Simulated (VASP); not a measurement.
# WSe3 (P6_3/mmc) in VASP: relaxation of cell and atoms with PBE

Aim: the relaxation of cell and atoms of WSe3 with PBE.

Everything below comes from runs of VASP 6.6.1. Logs are shortened: lines on timing, memory, paths and dates and some standing lists are left out, and cuts for length are marked.

## (1) The cell of the first run

It takes space group P6_3/mmc (No. 194, hexagonal). Conventional cell: a = 9.367 Å, b = 9.367 Å, c = 3.068 Å, α = 90.00°, β = 90.00°, γ = 120.00°. Within 3.3 Å of W (site symmetry -6m2) lie 6 Se at 2.51 Å and 2 W at 3.07 Å. Se (site symmetry mm2) has 2 W at 2.51 Å and 2 Se at 3.07 Å within 3.3 Å.

The cell was generated, and may not be a known phase.

## (2) Relaxation of cell and atoms, PBE, collinear spin, zero start

Input file INCAR:

```
ALGO     = Normal         # electronic algorithm
EDIFF    = 1E-7           # SCF threshold, eV
EDIFFG   = -0.04          # ionic threshold
ENCUT    = 600            # plane-wave cutoff, eV
GGA      = PE             # functional
IBRION   = 2              # ionic algorithm
ISIF     = 3              # what is computed and relaxed
ISMEAR   = 0              # smearing method
ISPIN    = 2              # spin polarisation
LASPH    = T              # aspherical terms in the spheres
LCHARG   = F              # write CHGCAR
LMAXMIX  = 4              # l up to which the mixer works
LORBIT   = 11             # projections on sites
LREAL    = F              # projectors in reciprocal space
LWAVE    = F              # write WAVECAR
MAGMOM   = 0 0 0 0 0 0 0 0 # initial moments
NELM     = 150            # most SCF steps
NSW      = 90             # ionic steps
PREC     = Accurate       # precision mode
SIGMA    = 0.1            # smearing width, eV
```

Input file KPOINTS:

```
k-points
0
Gamma
  6 3 3
```

Input file POSCAR:

```
WSe3
1.0
    0.0000000000      0.0000000000      3.0682910169
    9.3672261599      0.0000000042      0.0000000000
   -4.6836130836      8.1122558154      0.0000000000
W Se
2 6
Direct
    0.2500000000      0.6666666667      0.3333333333
    0.7500000000      0.3333333333      0.6666666667
    0.7500000000      0.4214365945      0.2107182973
    0.7500000000      0.7892817027      0.2107182973
    0.7500000000      0.7892817027      0.5785634055
    0.2500000000      0.5785634055      0.7892817027
    0.2500000000      0.2107182973      0.7892817027
    0.2500000000      0.2107182973      0.4214365945
```

Potentials or basis: VASP PAW PBE potentials, release 64 (W_sv, Se).

Command:

```sh
$ cat potpaw_PBE.64/W_sv/POTCAR potpaw_PBE.64/Se/POTCAR > POTCAR
$ mpirun -np 1 vasp_std > vasp.out
```

OUTCAR:

```text
EDIFF = 1E-7
   EDIFFG = -0.04
   ENCUT = 600
   GGA = PE
   IBRION = 2
   ISIF = 3
   ISMEAR = 0
   ISPIN = 2
   LASPH = T
   LORBIT = 11
   LREAL = F
   NELM = 150
   NSW = 90
   PREC = Accurate

 ion  position               nearest neighbor table
   1  0.250  0.667  0.333-   4 2.51   4 2.51   3 2.51   3 2.51   5 2.51   5 2.51
   2  0.750  0.333  0.667-   7 2.51   7 2.51   6 2.51   6 2.51   8 2.51   8 2.51
   3  0.750  0.421  0.211-   1 2.51   1 2.51
   4  0.750  0.789  0.211-   1 2.51   1 2.51
   5  0.750  0.789  0.579-   1 2.51   1 2.51
   6  0.250  0.579  0.789-   2 2.51   2 2.51
   7  0.250  0.211  0.789-   2 2.51   2 2.51
   8  0.250  0.211  0.421-   2 2.51   2 2.51

  LATTYP: Found a hexagonal cell.
 ALAT       =     9.3672261599
 C/A-ratio  =     0.3275559877

  Lattice vectors:

 A1 = (   9.3672261599,   0.0000000042,   0.0000000000)
 A2 = (  -4.6836130836,   8.1122558154,   0.0000000000)
 A3 = (   0.0000000000,   0.0000000000,   3.0682910169)

Analysis of symmetry for initial positions (statically):
=====================================================================
 Subroutine PRICEL returns:
 Original cell was already a primitive cell.

 Routine SETGRP: Setting up the symmetry group for a
 hexagonal supercell.

 Subroutine GETGRP returns: Found 24 space group operations
 (whereof 12 operations were pure point group operations)
 out of a pool of 24 trial point group operations.

The static configuration has the point symmetry D_3d.
 The point group associated with its full space group is D_6h.

Analysis of symmetry for dynamics (positions and initial velocities):
=====================================================================
 Subroutine PRICEL returns:
 Original cell was already a primitive cell.

 Routine SETGRP: Setting up the symmetry group for a
 hexagonal supercell.

 Subroutine GETGRP returns: Found 24 space group operations
 (whereof 12 operations were pure point group operations)
 out of a pool of 24 trial point group operations.

The dynamic configuration has the point symmetry D_3d.
 The point group associated with its full space group is D_6h.

Analysis of structural, dynamic, and magnetic symmetry:
=====================================================================
 Subroutine PRICEL returns:
 Original cell was already a primitive cell.

 Routine SETGRP: Setting up the symmetry group for a
 hexagonal supercell.

 Subroutine GETGRP returns: Found 24 space group operations
 (whereof 12 operations were pure point group operations)
 out of a pool of 24 trial point group operations.

The overall configuration has the point symmetry D_3d.
 The point group associated with its full space group is D_6h.

 Subroutine INISYM returns: Found 24 space group operations
 (whereof 12 operations are pure point group operations),
 and found     1 'primitive' translations

----------------------------------------------------------------------------------------

                                     Primitive cell

  volume of cell :     233.1574

  direct lattice vectors                    reciprocal lattice vectors
     0.000000000  0.000000000  3.068291017     0.000000000  0.000000000  0.325914326
     9.367226160  0.000000004  0.000000000     0.106755189  0.061635137  0.000000000
    -4.683613084  8.112255815  0.000000000    -0.000000000  0.123270274  0.000000000

  length of vectors
     3.068291017  9.367226160  9.367226160     0.325914326  0.123270274  0.123270274

  position of ions in fractional coordinates (direct lattice)
     0.250000000  0.666666667  0.333333333
     0.750000000  0.333333333  0.666666667
     0.750000000  0.421436595  0.210718297
     0.750000000  0.789281703  0.210718297
     0.750000000  0.789281703  0.578563405
     0.250000000  0.578563405  0.789281703
     0.250000000  0.210718297  0.789281703
     0.250000000  0.210718297  0.421436595

  ion indices of the primitive-cell ions
   primitive index   ion index
                 1           1
                 2           2
                 3           3
                 4           4
                 5           5
                 6           6
                 7           7
                 8           8

----------------------------------------------------------------------------------------

 KPOINTS: k-points

Automatic generation of k-mesh.
 Grid dimensions read from file:
 generate k-points for:    6    3    3

 Generating k-lattice:

  Cartesian coordinates                     Fractional coordinates (reciprocal lattice)
     0.000000000  0.000000000  0.054319054     0.166666667  0.000000000  0.000000000
     0.035585063  0.020545046  0.000000000     0.000000000  0.333333333  0.000000000
    -0.000000000  0.041090091  0.000000000     0.000000000  0.000000000  0.333333333

  Length of vectors
     0.054319054  0.041090091  0.041090091

  Shift w.r.t. Gamma in fractional coordinates (k-lattice)
     0.000000000  0.000000000  0.000000000

 Subroutine IBZKPT returns following result:
 ===========================================

 Found     12 irreducible k-points:

 Following reciprocal coordinates:
            Coordinates               Weight
  0.000000  0.000000  0.000000      1.000000
  0.166667  0.000000  0.000000      2.000000
  0.333333  0.000000  0.000000      2.000000
  0.500000  0.000000  0.000000      1.000000
  0.000000  0.333333  0.000000      6.000000
  0.166667  0.333333  0.000000     12.000000
  0.333333  0.333333  0.000000     12.000000
  0.500000  0.333333  0.000000      6.000000
  0.000000  0.333333  0.333333      2.000000
  0.166667  0.333333  0.333333      4.000000
  0.333333  0.333333  0.333333      4.000000
  0.500000  0.333333  0.333333      2.000000
   k-points           NKPTS =     12   k-points in BZ     NKDIM =     12   number of bands    NBANDS=     38
   number of dos      NEDOS =    301   number of ions     NIONS =      8
   total plane-waves  NPLWV = 179200
   dimension x,y,z NGX =    28 NGY =   80 NGZ =   80
   dimension x,y,z NGXF=    56 NGYF=  160 NGZF=  160
   ions per type =               2   6
   NGX,Y,Z   is equivalent  to a cutoff of  15.17, 14.20, 14.20 a.u.
   NGXF,Y,Z  is equivalent  to a cutoff of  30.34, 28.40, 28.40 a.u.
 SYSTEM =  unknown system
   PREC   = accura    normal or accurate (medium, high low for compatibility)
   ISTART =      0    job   : 0-new  1-cont  2-samecut
   ICHARG =      2    charge: 1-file 2-atom 10-const
   ISPIN  =      2    spin polarized calculation?
   LNONCOLLINEAR =      F non collinear calculations
   LSORBIT =      F    spin-orbit coupling
   LASPH  =      T    aspherical Exc in radial PAW
   ENCUT  =  600.0 eV  44.10 Ry    6.64 a.u.   6.13 18.71 18.71*2*pi/ulx,y,z
   NELM   =    150;   NELMIN=  2; NELMDL= -5     # of ELM steps
   EDIFF  = 0.1E-06   stopping-criterion for ELM
   LREAL  =      F    real-space projection
   EDIFFG = -.4E-01   stopping-criterion for IOM
   NSW    =     90    number of steps for IOM
   IBRION =      2    ionic relax: 0-MD 1-quasi-New 2-CG
   NFREE  =      1    steps in history (QN), initial steepest desc. (CG)
   ISIF   =      3    stress and relaxation
   ISYM   =      2    0-nonsym 1-usesym 2-fastsym
   POTIM  = 0.5000    time-step for ionic-motion
   TEBEG  =    0.0;   TEEND  =   0.0 temperature during run
   PSTRESS=    0.0 pullay stress
   NELECT =      64.0000    total number of electrons
   NUPDOWN=      -1.0000    fix difference up-down
   EMIN   =  10.00;   EMAX   =-10.00  energy-range for DOS
   EFERMI =   0.00;   METHOD = LEGACY
   ISMEAR =     0;   SIGMA  =   0.10  broadening in eV -4-tet -1-fermi 0-gaus
   EFERMI_NEDOS =   21; number of points for ismear=-14 and -15
   IALGO  =     38    algorithm
   IMIX   =      4    mixing-type and parameters
     AMIX     =   0.40;   BMIX     =  1.00
     AMIX_MAG =   1.60;   BMIX_MAG =  1.00
  volume/ion in A,a.u.               =      29.14       196.68
  Fermi-wavevector in a.u.,A,eV,Ry     =   1.063943  2.010561 15.401455  1.131975
  Thomas-Fermi vector in A             =   2.199445
   LORBIT       =     11    0 simple, 1 ext, 2 COOP (PROOUT), +10 PAW based schemes
   GGA     = PE    functional components
   LHFCALC =     F    Hartree Fock is set to
   AEXX    =    0.0000 exact exchange contribution
   IVDW    =     0    specifies the selected vdW correction
   LEPSILON=     F    determine dielectric tensor
   LRPA    =     F    only Hartree local field effects (RPA)
 conjugate gradient relaxation of ions
 spin polarized calculation
 Gauss-broadening in eV      SIGMA  =   0.10
  energy-cutoff  :      600.00
  volume of cell :      233.16
 maximum number of plane-waves:      7812
 NGX is ok and might be reduce to    28
   NGX = 13   NGY = 37   NGZ = 37

--------------------------------------- Ionic step        1  -------------------------------------------

 number of electron      64.0000002 magnetization       0.0000056

 number of electron      64.0000002 magnetization      -0.0000041

 Free energy of the ion-electron system (eV)
  ---------------------------------------------------
  ext. energy  EPLUGINS =         0.00000000
  ---------------------------------------------------
  free energy    TOTEN  =       -48.56661767 eV

  energy without entropy =      -48.55262760  energy(sigma->0) =      -48.55962264

------------------------ aborting loop because EDIFF is reached ----------------------------------------

  FORCE on cell =-STRESS in cart. coord.  units (eV):
  Direction    XX          YY          ZZ          XY          YZ          ZX
  --------------------------------------------------------------------------------------
  -------------------------------------------------------------------------------------
  Total        1.0528635      1.0528635     -0.0382434     -0.0000000      0.0000000      0.0000000
  in kB        7.2349154      7.2349154     -0.2627958     -0.0000000      0.0000000      0.0000000
  external PRESSURE =       4.7356784 kB  Pullay stress =       0.0000000 kB
[... 111 lines left out ...]
  FREE ENERGIE OF THE ION-ELECTRON SYSTEM (eV)
  ---------------------------------------------------
  free  energy   TOTEN  =       -48.5731555190 eV

  energy  without entropy=      -48.5605933205  energy(sigma->0) =      -48.56687442

[... ionic steps 4 to 12 ...]

--------------------------------------- Ionic step       13  -------------------------------------------

 number of electron      64.0000007 magnetization       0.0000000

 number of electron      64.0000007 magnetization      -0.0000000
[... 85 lines left out ...]
 number of electron      64.0000007 magnetization       0.0000001

 number of electron      64.0000007 magnetization      -0.0000001

 Free energy of the ion-electron system (eV)
  ---------------------------------------------------
  ext. energy  EPLUGINS =         0.00000000
  ---------------------------------------------------
  free energy    TOTEN  =       -48.64153751 eV

  energy without entropy =      -48.63375860  energy(sigma->0) =      -48.63764806

 E-fermi :   1.6565     XC(G=0):  -7.7860

 val. band max:        1.6257517668   @ k =   0.3333   0.0000   0.0000
 cond. band min:       1.7744848001   @ k =   0.5000   0.3333   0.0000
 fundamental gap:      0.1487330333
 Fermi energy:         1.6564867945

 spin component 1

 k-point     1 :       0.0000    0.0000    0.0000
  band No.  band energies     occupation
      1     -73.3013      1.00000
      2     -73.3013      1.00000
      3     -37.5418      1.00000
      4     -37.5418      1.00000
      5     -37.5418      1.00000
      6     -37.5418      1.00000
[... 481 lines left out ...]
     37       3.9499      0.00000
     38       3.9499      0.00000
 Fermi energy:         1.6564867945

 spin component 2

 k-point     1 :       0.0000    0.0000    0.0000
  band No.  band energies     occupation
      1     -73.3013      1.00000
      2     -73.3013      1.00000
      3     -37.5419      1.00000
      4     -37.5418      1.00000
      5     -37.5418      1.00000
      6     -37.5418      1.00000
[... 516 lines left out ...]
  FREE ENERGIE OF THE ION-ELECTRON SYSTEM (eV)
  ---------------------------------------------------
  free  energy   TOTEN  =       -48.6415375134 eV

  energy  without entropy=      -48.6337586010  energy(sigma->0) =      -48.63764806

 reached required accuracy - stopping structural energy minimisation

 total charge

# of ion       s       p       d       tot
------------------------------------------
    1        2.354   6.269   3.318  11.941
    2        2.354   6.269   3.318  11.941
    3        1.486   2.291   0.048   3.824
    4        1.486   2.291   0.048   3.824
    5        1.486   2.291   0.048   3.824
    6        1.486   2.291   0.048   3.824
    7        1.486   2.291   0.048   3.824
    8        1.486   2.291   0.048   3.824
--------------------------------------------------
tot         13.622  26.284   6.922  46.828

 magnetization (x)

# of ion       s       p       d       tot
------------------------------------------
    1       -0.000  -0.000  -0.000  -0.000
    2       -0.000  -0.000  -0.000  -0.000
    3        0.000   0.000  -0.000   0.000
    4        0.000   0.000  -0.000   0.000
    5        0.000   0.000  -0.000   0.000
    6        0.000   0.000  -0.000   0.000
    7        0.000   0.000  -0.000   0.000
    8        0.000   0.000  -0.000   0.000
--------------------------------------------------
tot         -0.000   0.000  -0.000  -0.000
```

It took 36 min on 1 thread of AMD EPYC 9R45 (Zen 5), shared host; peak memory 0.65 GiB.

What came out:

| Quantity | Value |
| --- | --- |
| Free energy | -48.6415 eV |
| Relaxed volume | 33.44 Å³/atom |
| Relaxed cell | a = 3.058 Å, b = 10.050 Å, c = 10.050 Å, α = 120.00°, β = 90.00°, γ = 90.00° |
| Space group after relaxing (to 0.1 Å) | P6_3/mmc (No. 194) |
| Energy gained by relaxing | 9.4 meV/atom |
| Ionic steps | 15 |
| Pressure after relaxing | 0.0 GPa |
| Largest force after relaxing | 0.016 eV/Å |
| Band gap on the k mesh | 0.15 eV (least direct gap 0.28 eV) |
| Net moment | 0.00 μB per cell |
| Valence electrons inside the program's atomic spheres | W 11.94; Se 3.82 |

Forces in eV/Å, atoms in the order of the input:
```
W    0.000  0.000  0.000
W    0.000  0.000  0.000
Se   0.014  0.008  0.000
Se  -0.014  0.008  0.000
Se   0.000 -0.016  0.000
Se  -0.014 -0.008  0.000
Se   0.014 -0.008  0.000
Se   0.000  0.016  0.000
```

Stress tensor (GPa, compression positive):
```
-0.02  0.00  0.00
 0.00 -0.02  0.00
 0.00  0.00  0.11
```

The path:
```tsv
step	energy change (eV)	largest force (eV/Å)	pressure (GPa)	volume (Å³)
1	0.0000	0.0276	0.47	233.16
2	-0.0065	0.2167	-0.26	236.07
3	-0.0065	0.2113	-0.24	235.99
4	-0.0121	0.2027	-0.14	236.75
5	-0.0229	0.1739	0.18	239.04
6	-0.0153	0.1063	0.89	243.57
7	-0.0250	0.1503	0.40	240.42
8	-0.0303	0.1392	0.38	241.59
9	-0.0439	0.1043	0.31	245.11
10	-0.0625	0.0305	0.23	252.25
11	-0.0692	0.1382	0.24	266.89
12	-0.0709	0.0968	0.24	263.03
13	-0.0734	0.0551	-0.29	267.87
14	-0.0737	0.0212	-0.17	266.77
15	-0.0749	0.0157	0.02	267.52
```

Final structure:
```
W Se
1.0
     0.00000    0.00000    3.05812
    10.05038    0.00000    0.00000
    -5.02519    8.70388    0.00000
W Se
2 6
Cartesian
  5.0252 2.9013 0.7645
  0.0000 5.8026 2.2936
  3.2981 1.9042 2.2936
  6.7523 1.9042 2.2936
  5.0252 4.8956 2.2936
  1.7271 6.7997 0.7645
  -1.7271 6.7997 0.7645
  0.0000 3.8083 0.7645
```

Caveat: spin-orbit coupling is left out, which moves the levels of the heavy elements; this functional lacks dispersion, which binds layers or chains, so the pressure and a relaxed spacing across them are unreliable. A k mesh can miss the band edges.
